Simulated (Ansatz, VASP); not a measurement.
**Two plane-wave programs on Zr2PdN4**

Contents of INCAR:

```
PREC = Accurate ; ENCUT = 600
EDIFF = 1E-6 ; ISMEAR = 0
SIGMA = 0.1 ; LREAL = False
LASPH = True ; NELM = 80
ALGO = Normal ; ISIF = 3
LWAVE = False ; LCHARG = False
GGA = PE ; IBRION = 2
NSW = 90 ; EDIFFG = -0.04
```

Contents of KPOINTS:

```
Automatic mesh
0
Gamma
  8 8 8
```

Contents of POSCAR:

```
Zr2PdN4
1.0
   -1.7622095029      1.7622095029      5.7472708633
    1.7622095029     -1.7622095029      5.7472708633
    1.7622095029      1.7622095029     -5.7472708633
Zr Pd N
2 1 4
Direct
    0.3537700000      0.3537700000      0.0000000000
    0.6462300000      0.6462300000      0.0000000000
    0.0000000000      0.0000000000      0.0000000000
    0.5000000000      0.0000000000      0.5000000000
    0.0000000000      0.5000000000      0.5000000000
    0.1533100000      0.1533100000      0.0000000000
    0.8466900000      0.8466900000      0.0000000000
```

Input for Ansatz:

```yaml
crystal:
  lattice:
    - [-1.7622095029, 1.7622095029, 5.7472708633]
    - [1.7622095029, -1.7622095029, 5.7472708633]
    - [1.7622095029, 1.7622095029, -5.7472708633]
  atoms:
    - { symbol: Zr, position: [0.35377, 0.35377, 0.0] }
    - { symbol: Zr, position: [0.64623, 0.64623, 0.0] }
    - { symbol: Pd, position: [0.0, 0.0, 0.0] }
    - { symbol: "N", position: [0.5, 0.0, 0.5] }
    - { symbol: "N", position: [0.0, 0.5, 0.5] }
    - { symbol: "N", position: [0.15331, 0.15331, 0.0] }
    - { symbol: "N", position: [0.84669, 0.84669, 0.0] }
basis:
  ecutwfc: 420
kpoints:
  mp_grid: { grid: [8, 8, 8] }
hamiltonian:
  xc: pbe
scf:
  occupations: { method: gaussian, width: 0.1 }
  lower_state_search: "off"
output:
  forces: true
  stress: true
  eigenvalues: true
relax:
  adjacent_minimum: "off"
  f_tol: 0.04
  max_steps: 70
  cell: { stress_tol: 0.4 }
```

Alike in both runs: task relaxation of cell and atoms; functional PBE; k mesh 8 × 8 × 8; occupations gaussian, width 0.1 eV; no spin polarisation.

```csv
,VASP,Ansatz
version,VASP 6.6.1,Ansatz 0.2.0
potentials or method,"VASP PAW PBE potentials, release 64 (Zr_sv, Pd, N), cutoff 600 eV","scalar-relativistic, plane waves, PAW"
valence electrons in the cell,54,62
```

|  | VASP | Ansatz | Ansatz less VASP |
| --- | --- | --- | --- |
| gap on the k mesh at the Fermi level, each at its own relaxed structure (eV) | none | none | - |
| relaxed volume (Å³/atom) | 11.93 | 11.94 | +0.004 |
| relaxed length of the cell vector where the two differ most in proportion (Å) | 6.196 | 6.196 | +0.0003 |

A gap of «none» marks a metal or a gap that the smearing closes. VASP's potentials hold 54 valence electrons a cell and Ansatz's 62, so a difference there can come from the potentials and not from the codes.

Noted on VASP's run: the volume moved by over 15 % at a fixed basis, so the end points are rough.
